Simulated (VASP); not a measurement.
Input of a VASP 6.6.1 run:

The input INCAR:

```
  ALGO = Normal
  EDIFF = 1E-6
  ENCUT = 520
  GGA = CA
  ISIF = 2
  ISMEAR = 0
  LASPH = T
  LCHARG = F
  LREAL = F
  LWAVE = F
  NBANDS = 17
  NELM = 80
  PREC = Accurate
  SIGMA = 0.03
```

Contents of KPOINTS:

```
k-points
0
Gamma
  10 10 10
```

Contents of POSCAR:

```
SnTe
1.0
    0.0000000000      3.2038475000      3.1565000000
    3.1565000000      0.0000000000      3.1565000000
    3.1565000000      3.2038475000      0.0000000000
Sn Te
1 1
Direct
    0.0000000000      0.0000000000      0.0000000000
    0.5000000000      0.5000000000      0.5000000000
```

Potentials or basis: VASP PAW LDA potentials, release 64 (Sn_d, Te).

The run is started by

```bash
$ cat potpaw_LDA.64/Sn_d/POTCAR potpaw_LDA.64/Te/POTCAR > POTCAR
$ mpirun -np 1 vasp_std > vasp.out
```

(1) What does it give for the pressure?

(2) Predict the band gap on the k mesh.

Results:

(1) -2.3 GPa.

(2) 0.07 eV, direct.

Caveat: the cell differs from its parent crystal (strain +0.0150 x Voigt [0, 1, 0, 0, 0, 0]); spin-orbit coupling is left out, which moves the levels of the heavy elements.
